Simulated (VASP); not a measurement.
# F (C2/c) in VASP: relaxation of cell and atoms with PBE+D3(BJ)

Aim: the relaxation of cell and atoms of F with PBE+D3(BJ).

All numbers are computed with VASP 6.6.1; they aren't measurements. Logs are shortened: lines on timing, memory, paths and dates and some standing lists are left out, and cuts for length are marked.

### 1 The cell of the first run

Symmetry: C2/c, No. 15, monoclinic system. The conventional cell has a = 5.731 Å, b = 3.413 Å, c = 6.953 Å, α = 90.00°, β = 97.58°, γ = 90.00°. F (site symmetry 1) has 1 F at 1.42 Å within 1.9 Å.

### 2 Relaxation of cell and atoms, PBE+D3(BJ)

INCAR

```
SYSTEM = F
PREC = Accurate
ENCUT = 600
EDIFF = 1E-6
ISMEAR = 0
SIGMA = 0.02
LREAL = .False.
LASPH = .True.
NELM = 100
ALGO = Normal
ISIF = 3
LWAVE = .False.
LCHARG = .False.
GGA = PE
IVDW = 12
IBRION = 2
NSW = 100
EDIFFG = -0.005
```

KPOINTS

```
Automatic mesh
0
Gamma
  8 8 4
  0 0 0
```

POSCAR

```
F
1.0
    2.8623360149     -1.7063933171      0.1364467012
    2.8623360149      1.7063933171      0.1364467012
   -1.2443186869      0.0000000000      6.8403871128
F
4
Direct
    0.9259031001      0.5859905672      0.0945888670
    0.4140094328      0.0740968999      0.4054111330
    0.0740968999      0.4140094328      0.9054111330
    0.5859905672      0.9259031001      0.5945888670
```

Potentials or basis: VASP PAW PBE potentials, release 64 (F).

Started as:

```console
$ cat potpaw_PBE.64/F/POTCAR > POTCAR
$ mpirun -np 1 vasp_std > vasp.out
```

OUTCAR:

```text
SYSTEM = F
   PREC = Accurate
   ENCUT = 600
   EDIFF = 1E-6
   ISMEAR = 0
   LREAL = .False.
   LASPH = .True.
   NELM = 100
   ISIF = 3
   GGA = PE
   IVDW = 12
   IBRION = 2
   NSW = 100
   EDIFFG = -0.005
 IVDW          = 12

 ion  position               nearest neighbor table
   1  0.926  0.586  0.095-   3 1.42
   2  0.414  0.074  0.405-   4 1.42
   3  0.074  0.414  0.905-   1 1.42
   4  0.586  0.926  0.595-   2 1.42

  LATTYP: Found a base centered monoclinic cell.
 ALAT       =     5.7311727123
 B/A-ratio  =     0.5954778900
 C/A-ratio  =     1.2131272119
 COS(beta)  =    -0.1319207875

  Lattice vectors:

 A1 = (   2.8623360149,  -1.7063933171,   0.1364467012)
 A2 = (   2.8623360149,   1.7063933171,   0.1364467012)
 A3 = (  -1.2443186869,   0.0000000000,   6.8403871128)

Analysis of symmetry for initial positions (statically):
=====================================================================
 Subroutine PRICEL returns:
 Original cell was already a primitive cell.

 Routine SETGRP: Setting up the symmetry group for a
 base centered monoclinic supercell.

 Subroutine GETGRP returns: Found  4 space group operations
 (whereof  2 operations were pure point group operations)
 out of a pool of  4 trial point group operations.

The static configuration has the point symmetry S_2 .
 The point group associated with its full space group is C_2h.

Analysis of symmetry for dynamics (positions and initial velocities):
=====================================================================
 Subroutine PRICEL returns:
 Original cell was already a primitive cell.

 Routine SETGRP: Setting up the symmetry group for a
 base centered monoclinic supercell.

 Subroutine GETGRP returns: Found  4 space group operations
 (whereof  2 operations were pure point group operations)
 out of a pool of  4 trial point group operations.

The dynamic configuration has the point symmetry S_2 .
 The point group associated with its full space group is C_2h.

 Subroutine INISYM returns: Found  4 space group operations
 (whereof  2 operations are pure point group operations),
 and found     1 'primitive' translations

----------------------------------------------------------------------------------------

                                     Primitive cell

  volume of cell :      67.4000

  direct lattice vectors                    reciprocal lattice vectors
     2.862336015 -1.706393317  0.136446701     0.173180762 -0.293015681  0.031502904
     2.862336015  1.706393317  0.136446701     0.173180762  0.293015681  0.031502904
    -1.244318687  0.000000000  6.840387113    -0.006908949  0.000000000  0.144933766

  length of vectors
     3.335170658  3.335170658  6.952641573     0.341821882  0.341821882  0.145098346

  position of ions in fractional coordinates (direct lattice)
     0.925903100  0.585990567  0.094588867
     0.414009433  0.074096900  0.405411133
     0.074096900  0.414009433  0.905411133
     0.585990567  0.925903100  0.594588867

  ion indices of the primitive-cell ions
   primitive index   ion index
                 1           1
                 2           2
                 3           3
                 4           4

----------------------------------------------------------------------------------------

 KPOINTS: Automatic mesh

Automatic generation of k-mesh.
 Grid dimensions read from file:
 generate k-points for:    8    8    4

 Generating k-lattice:

  Cartesian coordinates                     Fractional coordinates (reciprocal lattice)
     0.021647595 -0.036626960  0.003937863     0.125000000 -0.000000000  0.000000000
     0.021647595  0.036626960  0.003937863    -0.000000000  0.125000000  0.000000000
    -0.001727237  0.000000000  0.036233442    -0.000000000 -0.000000000  0.250000000

  Length of vectors
     0.042727735  0.042727735  0.036274587

  Shift w.r.t. Gamma in fractional coordinates (k-lattice)
     0.000000000  0.000000000  0.000000000

 Subroutine IBZKPT returns following result:
 ===========================================

 Found     78 irreducible k-points:

 Following reciprocal coordinates:
            Coordinates               Weight
  0.000000  0.000000  0.000000      1.000000
  0.125000 -0.000000  0.000000      4.000000
  0.250000 -0.000000  0.000000      4.000000
  0.375000 -0.000000  0.000000      4.000000
  0.500000 -0.000000  0.000000      2.000000
  0.125000  0.125000  0.000000      2.000000
[... 16 lines left out ...]
  0.125000  0.000000  0.250000      4.000000
  0.250000  0.000000  0.250000      4.000000
 [... further k-points ...]
   k-points           NKPTS =     78   k-points in BZ     NKDIM =     78   number of bands    NBANDS=     18
   number of dos      NEDOS =    301   number of ions     NIONS =      4
   total plane-waves  NPLWV =  43904
   dimension x,y,z NGX =    28 NGY =   28 NGZ =   56
   dimension x,y,z NGXF=    56 NGYF=   56 NGZF=  112
   ions per type =               4
   NGX,Y,Z   is equivalent  to a cutoff of  13.96, 13.96, 13.39 a.u.
   NGXF,Y,Z  is equivalent  to a cutoff of  27.91, 27.91, 26.78 a.u.
 SYSTEM =  F
   PREC   = accura    normal or accurate (medium, high low for compatibility)
   ISTART =      0    job   : 0-new  1-cont  2-samecut
   ICHARG =      2    charge: 1-file 2-atom 10-const
   ISPIN  =      1    spin polarized calculation?
   LNONCOLLINEAR =      F non collinear calculations
   LSORBIT =      F    spin-orbit coupling
   LASPH  =      T    aspherical Exc in radial PAW
   ENCUT  =  600.0 eV  44.10 Ry    6.64 a.u.   6.66  6.66 13.89*2*pi/ulx,y,z
   NELM   =    100;   NELMIN=  2; NELMDL= -5     # of ELM steps
   EDIFF  = 0.1E-05   stopping-criterion for ELM
   LREAL  =      F    real-space projection
   EDIFFG = -.5E-02   stopping-criterion for IOM
   NSW    =    100    number of steps for IOM
   IBRION =      2    ionic relax: 0-MD 1-quasi-New 2-CG
   NFREE  =      1    steps in history (QN), initial steepest desc. (CG)
   ISIF   =      3    stress and relaxation
   ISYM   =      2    0-nonsym 1-usesym 2-fastsym
   POTIM  = 0.5000    time-step for ionic-motion
   TEBEG  =    0.0;   TEEND  =   0.0 temperature during run
   PSTRESS=    0.0 pullay stress
   NELECT =      28.0000    total number of electrons
   NUPDOWN=      -1.0000    fix difference up-down
   EMIN   =  10.00;   EMAX   =-10.00  energy-range for DOS
   EFERMI =   0.00;   METHOD = LEGACY
   ISMEAR =     0;   SIGMA  =   0.02  broadening in eV -4-tet -1-fermi 0-gaus
   EFERMI_NEDOS =   21; number of points for ismear=-14 and -15
   IALGO  =     38    algorithm
   IMIX   =      4    mixing-type and parameters
     AMIX     =   0.40;   BMIX     =  1.00
     AMIX_MAG =   1.60;   BMIX_MAG =  1.00
  volume/ion in A,a.u.               =      16.85       113.71
  Fermi-wavevector in a.u.,A,eV,Ry     =   1.221539  2.308375 20.302046  1.492158
  Thomas-Fermi vector in A             =   2.356718
   LORBIT       =      0    0 simple, 1 ext, 2 COOP (PROOUT), +10 PAW based schemes
   GGA     = PE    functional components
   LHFCALC =     F    Hartree Fock is set to
   AEXX    =    0.0000 exact exchange contribution
   IVDW    =    12    specifies the selected vdW correction
   LEPSILON=     F    determine dielectric tensor
   LRPA    =     F    only Hartree local field effects (RPA)
 conjugate gradient relaxation of ions
 non-spin polarized calculation
 Gauss-broadening in eV      SIGMA  =   0.02
  energy-cutoff  :      600.00
  volume of cell :       67.40
 maximum number of plane-waves:      2270
   NGX = 13   NGY = 13   NGZ = 27

--------------------------------------- Ionic step        1  -------------------------------------------

 number of electron      27.9999994 magnetization

 Free energy of the ion-electron system (eV)
  ---------------------------------------------------
  ext. energy  EPLUGINS =         0.00000000
  ---------------------------------------------------
  free energy    TOTEN  =        -7.31704252 eV

  energy without entropy =       -7.31704252  energy(sigma->0) =       -7.31704252

------------------------ aborting loop because EDIFF is reached ----------------------------------------

 Edisp (eV)   -0.11007

 E8    (eV) :    -0.0239

  FORCE on cell =-STRESS in cart. coord.  units (eV):
  Direction    XX          YY          ZZ          XY          YZ          ZX
  --------------------------------------------------------------------------------------
  -------------------------------------------------------------------------------------
  Total      -0.12407     0.04426     0.62049     0.00000     0.00000    -0.08624
  in kB      -2.94934     1.05204    14.74979     0.00000     0.00000    -2.04993
  external pressure =        4.28 kB  Pullay stress =        0.00 kB
[... 103 lines left out ...]
  FREE ENERGIE OF THE ION-ELECTRON SYSTEM (eV)
  ---------------------------------------------------
  free  energy   TOTEN  =        -7.4302871828 eV

  energy  without entropy=       -7.4302871828  energy(sigma->0) =       -7.43028718

[... ionic steps 4 to 64 ...]

--------------------------------------- Ionic step       65  -------------------------------------------

 number of electron      28.0000005 magnetization

------------------------ aborting loop because EDIFF is reached ----------------------------------------

 Edisp (eV)   -0.12138

 E8    (eV) :    -0.0266
[... 73 lines left out ...]
  energy  without entropy=       -7.4411980843  energy(sigma->0) =       -7.44119808

--------------------------------------- Ionic step       67  -------------------------------------------

 number of electron      28.0000005 magnetization

 Free energy of the ion-electron system (eV)
  ---------------------------------------------------
  ext. energy  EPLUGINS =         0.00000000
  ---------------------------------------------------
  free energy    TOTEN  =        -7.31963967 eV

  energy without entropy =       -7.31963967  energy(sigma->0) =       -7.31963967

 E-fermi :  -5.0064     XC(G=0):  -7.7551

 val. band max:       -5.1705519597   @ k =   0.0000   0.0000   0.0000
 cond. band min:      -2.3673236015   @ k =   0.0000   0.0000   0.0000
 fundamental gap:      2.8032283582
 Fermi energy:        -5.0064290146

 k-point     1 :       0.0000    0.0000    0.0000
  band No.  band energies     occupation
      1     -29.8360      2.00000
      2     -29.6879      2.00000
      3     -23.8736      2.00000
      4     -23.4898      2.00000
      5     -11.5811      2.00000
      6     -10.8315      2.00000
[... 10 lines left out ...]
     17       4.2349      0.00000
     18       6.9267      0.00000
[... 466 lines left out ...]
      2     -29.6856      2.00000
      3     -23.7687      2.00000
      4     -23.5854      2.00000
      5     -11.4161      2.00000
      6     -11.0372      2.00000
[... 10 lines left out ...]
     17       5.7996      0.00000
     18       7.1825      0.00000

 [... further k-points ...]

------------------------ aborting loop because EDIFF is reached ----------------------------------------

 Edisp (eV)   -0.12157

 E8    (eV) :    -0.0267

  FORCE on cell =-STRESS in cart. coord.  units (eV):
  Direction    XX          YY          ZZ          XY          YZ          ZX
  --------------------------------------------------------------------------------------
  -------------------------------------------------------------------------------------
  Total      -0.00827    -0.01435    -0.01393     0.00000     0.00000     0.00797
  in kB      -0.21309    -0.36971    -0.35889     0.00000     0.00000     0.20541
  external pressure =       -0.31 kB  Pullay stress =        0.00 kB
[... 19 lines left out ...]
  FREE ENERGIE OF THE ION-ELECTRON SYSTEM (eV)
  ---------------------------------------------------
  free  energy   TOTEN  =        -7.4412074527 eV

  energy  without entropy=       -7.4412074527  energy(sigma->0) =       -7.44120745

 reached required accuracy - stopping structural energy minimisation
```

Wall time 22 min (1 thread of AMD EPYC 9R45 (Zen 5), shared host); peak memory 0.22 GiB.

Results:

```
Free energy                            : -7.4412 eV
Relaxed volume                         : 15.55 Å³/atom
Relaxed cell                           : a = 3.218 Å, b = 3.218 Å, c = 6.584 Å, α = 92.67°, β = 92.67°, γ = 65.95°
Space group after relaxing (to 0.05 Å) : C2/c (No. 15)
Energy gained by relaxing              : 3.5 meV/atom
Ionic steps                            : 67
Pressure after relaxing                : 0.0 GPa
Band gap on the k mesh                 : 2.80 eV, direct
Dispersion energy per atom             : -0.030 eV
```

Forces in eV/Å, atoms in the order of the input:
```
F   -0.002  0.001  0.001
F    0.002  0.001 -0.001
F    0.002 -0.001 -0.001
F   -0.002 -0.001  0.001
```

Step by step:
| step | energy change (eV) | largest force (eV/Å) | pressure (GPa) | volume (Å³) |
| --- | --- | --- | --- | --- |
| 1 | 0.0000 | 0.3482 | 0.43 | 67.40 |
| 3 | -0.0032 | 0.0132 | -0.35 | 67.50 |
| 5 | -0.0039 | 0.0190 | -0.31 | 67.22 |
| 7 | -0.0088 | 0.0248 | -0.18 | 64.76 |
| 9 | -0.0093 | 0.2453 | -0.55 | 61.18 |
| 11 | -0.0113 | 0.0127 | 0.03 | 61.55 |
| 13 | -0.0118 | 0.0263 | -0.10 | 61.96 |
| 15 | -0.0119 | 0.0354 | -0.15 | 62.16 |
| 17 | -0.0119 | 0.0153 | -0.03 | 62.20 |
| 19 | -0.0119 | 0.0046 | -0.06 | 62.19 |
| 21 | -0.0119 | 0.0080 | -0.03 | 62.19 |
| 23 | -0.0119 | 0.0097 | -0.04 | 62.19 |
| 25 | -0.0120 | 0.0083 | -0.03 | 62.18 |
| 27 | -0.0122 | 0.0023 | -0.06 | 62.12 |
| 29 | -0.0125 | 0.0393 | -0.16 | 61.85 |
| 31 | -0.0126 | 0.0141 | -0.09 | 61.92 |
| 33 | -0.0126 | 0.0212 | -0.01 | 61.87 |
| 35 | -0.0127 | 0.0181 | -0.02 | 61.83 |
| 37 | -0.0129 | 0.0052 | -0.04 | 61.65 |
| 39 | -0.0130 | 0.0162 | -0.05 | 61.37 |
| 41 | -0.0130 | 0.0203 | 0.05 | 61.25 |
| 43 | -0.0131 | 0.0125 | 0.04 | 61.19 |
| 45 | -0.0131 | 0.0338 | -0.03 | 60.87 |
| 47 | -0.0132 | 0.0068 | 0.05 | 60.95 |
| 49 | -0.0132 | 0.0256 | 0.12 | 60.89 |
| 51 | -0.0133 | 0.0064 | 0.08 | 60.81 |
| 53 | -0.0134 | 0.0074 | 0.05 | 60.91 |
| 55 | -0.0138 | 0.0321 | -0.07 | 61.38 |
| 57 | -0.0139 | 0.0668 | -0.18 | 62.01 |
| 59 | -0.0140 | 0.0393 | -0.14 | 62.13 |
| 61 | -0.0141 | 0.0122 | -0.07 | 62.24 |
| 63 | -0.0141 | 0.0076 | -0.04 | 62.26 |
| 65 | -0.0141 | 0.0047 | -0.05 | 62.26 |
| 67 | -0.0141 | 0.0026 | -0.03 | 62.18 |

Final structure:
```
F
1.0
     2.69026   -1.75157    0.22919
     2.69026    1.75157    0.22919
    -0.92200    0.00000    6.51961
F
4
Direct
  0.91111 0.59583 0.09681
  0.40417 0.08889 0.40319
  0.08889 0.40417 0.90319
  0.59583 0.91111 0.59681
```
